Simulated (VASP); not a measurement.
# MnS (Fm-3m) in VASP: notebook, part 2 of 2

VASP 6.6.1. The steps go on from the part before.

### Step 5. Single point, PBE, collinear spin, ferromagnetic start

File INCAR:

```
SYSTEM = MnS
  ALGO = Normal
  EDIFF = 1E-6
  ENCUT = 520
  GGA = PE
  ISIF = 2
  ISMEAR = 0
  ISPIN = 2
  LASPH = .True.
  LCHARG = .False.
  LMAXMIX = 4
  LORBIT = 11
  LREAL = .False.
  LWAVE = .False.
  MAGMOM = 4 0
  NBANDS = 20
  NELM = 150
  PREC = Accurate
  SIGMA = 0.014
```

File KPOINTS:

```
k-points
0
Gamma
  9 9 9
  0 0 0
```

File POSCAR:

```
MnS
1.0
    0.0000000000      2.6045000000      2.6045000000
    2.6045000000      0.0000000000      2.6045000000
    2.6045000000      2.6045000000      0.0000000000
Mn S
1 1
Direct
    0.0000000000      0.0000000000      0.0000000000
    0.5000000000      0.5000000000      0.5000000000
```

Potentials or basis: VASP PAW PBE potentials, release 64 (Mn_pv, S).

Run with:

```bash
cat potpaw_PBE.64/Mn_pv/POTCAR potpaw_PBE.64/S/POTCAR > POTCAR
mpirun -np 1 vasp_std > vasp.out
```

OUTCAR:

```text
SYSTEM = MnS
   EDIFF = 1E-6
   ENCUT = 520
   GGA = PE
   ISIF = 2
   ISMEAR = 0
   ISPIN = 2
   LASPH = .True.
   LORBIT = 11
   LREAL = .False.
   NELM = 150
   PREC = Accurate

 ion  position               nearest neighbor table
   1  0.000  0.000  0.000-   2 2.60   2 2.60   2 2.60   2 2.60   2 2.60   2 2.60
   2  0.500  0.500  0.500-   1 2.60   1 2.60   1 2.60   1 2.60   1 2.60   1 2.60

  LATTYP: Found a face centered cubic cell.
 ALAT       =     5.2090000000

  Lattice vectors:

 A1 = (   0.0000000000,   2.6045000000,   2.6045000000)
 A2 = (   2.6045000000,   0.0000000000,   2.6045000000)
 A3 = (   2.6045000000,   2.6045000000,   0.0000000000)

Analysis of symmetry for initial positions (statically):
=====================================================================
 Subroutine PRICEL returns:
 Original cell was already a primitive cell.

 Routine SETGRP: Setting up the symmetry group for a
 face centered cubic supercell.

 Subroutine GETGRP returns: Found 48 space group operations
 (whereof 48 operations were pure point group operations)
 out of a pool of 48 trial point group operations.

The static configuration has the point symmetry O_h .

Analysis of symmetry for dynamics (positions and initial velocities):
=====================================================================
 Subroutine PRICEL returns:
 Original cell was already a primitive cell.

 Routine SETGRP: Setting up the symmetry group for a
 face centered cubic supercell.

 Subroutine GETGRP returns: Found 48 space group operations
 (whereof 48 operations were pure point group operations)
 out of a pool of 48 trial point group operations.

The dynamic configuration has the point symmetry O_h .

Analysis of structural, dynamic, and magnetic symmetry:
=====================================================================
 Subroutine PRICEL returns:
 Original cell was already a primitive cell.

 Routine SETGRP: Setting up the symmetry group for a
 face centered cubic supercell.

 Subroutine GETGRP returns: Found 48 space group operations
 (whereof 48 operations were pure point group operations)
[... 141 lines left out ...]

 Free energy of the ion-electron system (eV)
  ---------------------------------------------------
  ext. energy  EPLUGINS =         0.00000000
  ---------------------------------------------------
  free energy    TOTEN  =       -14.06642222 eV

  energy without entropy =      -14.06630187  energy(sigma->0) =      -14.06636204

 E-fermi :   6.6271     XC(G=0): -10.6416

 val. band max:        6.6169639709   @ k =  -0.2222   0.1111   0.0000
 cond. band min:       6.6417670313   @ k =  -0.3333   0.2222   0.0000
 fundamental gap:      0.0248030603
 Fermi energy:         6.6271103255

 spin component 1

 k-point     1 :       0.0000    0.0000    0.0000
  band No.  band energies     occupation
      1     -44.0643      1.00000
      2     -44.0643      1.00000
      3     -44.0643      1.00000
      4      -7.9381      1.00000
      5       3.2524      1.00000
      6       3.2524      1.00000
[... 541 lines left out ...]
     19      21.3187      0.00000
     20      21.3187      0.00000

 [... further k-points ...]

 spin component 2

 k-point     1 :       0.0000    0.0000    0.0000
  band No.  band energies     occupation
      1     -39.5294      1.00000
      2     -39.5294      1.00000
      3     -39.5294      1.00000
      4      -7.6405      1.00000
      5       4.9875      1.00000
      6       4.9875      1.00000
[... 541 lines left out ...]
     19      21.7220      0.00000
     20      21.7220      0.00000

 [... further k-points ...]
[... 5 lines left out ...]
  --------------------------------------------------------------------------------------
  -------------------------------------------------------------------------------------
  Total       -0.6309789     -0.6309789     -0.6309789      0.0000000     -0.0000000      0.0000000
  in kB      -28.6102941    -28.6102941    -28.6102941      0.0000000     -0.0000000      0.0000000
  external PRESSURE =     -28.6102941 kB  Pullay stress =       0.0000000 kB

 VOLUME and BASIS-vectors are now :
 -----------------------------------------------------------------------------
  energy-cutoff  :      520.00
  volume of cell :       35.33
      direct lattice vectors                 reciprocal lattice vectors
     0.000000000  2.604500000  2.604500000    -0.191975427  0.191975427  0.191975427
     2.604500000  0.000000000  2.604500000     0.191975427 -0.191975427  0.191975427
     2.604500000  2.604500000  0.000000000     0.191975427  0.191975427 -0.191975427

 POSITION                                       TOTAL-FORCE (eV/Angst)
 -----------------------------------------------------------------------------------
      0.00000      0.00000      0.00000        -0.000000      0.000000      0.000000
      2.60450      2.60450      2.60450         0.000000     -0.000000     -0.000000
 -----------------------------------------------------------------------------------
    total drift:                               -0.000000      0.000000      0.000000

  FREE ENERGIE OF THE ION-ELECTRON SYSTEM (eV)
  ---------------------------------------------------
  free  energy   TOTEN  =       -14.0664222177 eV

  energy  without entropy=      -14.0663018708  energy(sigma->0) =      -14.06636204

 total charge

# of ion       s       p       d       tot
------------------------------------------
    1        0.215   6.162   4.928  11.305
    2        1.327   2.401   0.000   3.729
--------------------------------------------------
tot          1.542   8.563   4.928  15.033

 magnetization (x)

# of ion       s       p       d       tot
------------------------------------------
    1        0.052   0.039   4.171   4.261
    2        0.027   0.082   0.000   0.109
--------------------------------------------------
tot          0.078   0.121   4.171   4.370
```

OSZICAR:

```text
N       E                     dE             d eps       ncg     rms          rms(c)
DAV:   1     0.153584095026E+03    0.15358E+03   -0.10106E+04  2816   0.975E+02
DAV:   2    -0.693388190286E+01   -0.16052E+03   -0.15080E+03  2916   0.284E+02
DAV:   3    -0.150983514848E+02   -0.81645E+01   -0.80625E+01  3296   0.694E+01
DAV:   4    -0.151966597210E+02   -0.98308E-01   -0.98248E-01  3164   0.774E+00
DAV:   5    -0.151980985386E+02   -0.14388E-02   -0.14388E-02  3164   0.987E-01    0.115E+01
DAV:   6    -0.141257514999E+02    0.10723E+01   -0.55895E+00  3120   0.272E+01    0.110E+01
DAV:   7    -0.140690021339E+02    0.56749E-01   -0.68951E-01  3068   0.106E+01    0.621E+00
DAV:   8    -0.140706009737E+02   -0.15988E-02   -0.34092E-02  3092   0.148E+00    0.323E+00
DAV:   9    -0.140659450368E+02    0.46559E-02   -0.11867E-02  2976   0.106E+00    0.279E-01
DAV:  10    -0.140663285324E+02   -0.38350E-03   -0.23186E-03  3008   0.333E-01    0.141E-01
DAV:  11    -0.140663801194E+02   -0.51587E-04   -0.24302E-04  3080   0.114E-01    0.109E-01
DAV:  12    -0.140664047775E+02   -0.24658E-04   -0.41788E-05  3088   0.538E-02    0.765E-02
DAV:  13    -0.140664196880E+02   -0.14911E-04   -0.92053E-06  2968   0.237E-02    0.303E-02
DAV:  14    -0.140664219461E+02   -0.22581E-05   -0.43276E-06  3020   0.180E-02    0.681E-03
DAV:  15    -0.140664222177E+02   -0.27159E-06   -0.61624E-07  2244   0.537E-03
   1 F= -.14066422E+02 E0= -.14066362E+02  d E =-.120347E-03  mag=     4.7201
```

stdout:

```text
POSCAR found type information on POSCAR MnS
 POSCAR found :  2 types and       2 ions
 scaLAPACK will be used
 LDA part: xc-table for (Slater+PW92), standard interpolation
 POSCAR, INCAR and KPOINTS ok, starting setup
 FFT: planning ... GRIDC
 FFT: planning ... GRID_SOFT
 FFT: planning ... GRID
 WAVECAR not read
 entering main loop
```

Wall time 89 s (1 thread of Intel Xeon 8259CL, shared host); peak memory 0.19 GiB.

Results:

| Property | Result |
| --- | --- |
| Free energy | -14.0664 eV |
| Pressure | -2.9 GPa |
| Net moment | 4.72 μB per cell |
| Site moments | Mn +4.26; S +0.11 μB |
| Valence electrons inside the program's atomic spheres | Mn 11.30; S 3.73 |

Levels at points of the mesh, in eV from the Fermi level:
Spin up:
| k point | band 8 | band 9 | band 10 | band 11 | band 12 | band 13 | band 14 | band 15 | band 16 | band 17 |
| --- | --- | --- | --- | --- | --- | --- | --- | --- | --- | --- |
| (0.00, 0.00, 0.00) | -3.28 | -3.28 | -1.86 | -1.86 | -1.86 | 1.73 | 8.61 | 8.61 | 8.61 | 10.63 |
Spin down:
```csv
k point,band 5,band 6,band 7,band 8,band 9,band 10
"(0.00, 0.00, 0.00)",-1.64,-1.64,-1.64,0.32,0.32,0.32
```

Caveat: a cell with one magnetic atom can't hold antiferromagnetic order, which such compounds often take; semilocal functionals often make such compounds metallic where correlation or magnetic order opens a gap, which also shifts bond lengths.

### Step 6. The runs side by side

| smearing | gap on the mesh (eV) | pressure (GPa) | moment (μB) |
| --- | --- | --- | --- |
| gaussian 0.05 eV | none | -2.9 | 4.72 |
| gaussian 0.028 eV | none | -2.9 | 4.72 |
| gaussian 0.024 eV | none | -2.8 | 4.72 |
| gaussian 0.014 eV | none | -2.9 | 4.72 |

Alike in all rows: task single point; level PBE; potentials or basis VASP PAW PBE potentials, release 64 (Mn_pv, S); spin collinear, ferromagnetic start; cell as given; k mesh 9 × 9 × 9; cutoff (eV) 520.

Caveats: a cell with one magnetic atom can't hold antiferromagnetic order, which such compounds often take; semilocal functionals often make such compounds metallic where correlation or magnetic order opens a gap, which also shifts bond lengths.

Absolute energies hang on the potentials; compare differences alone.
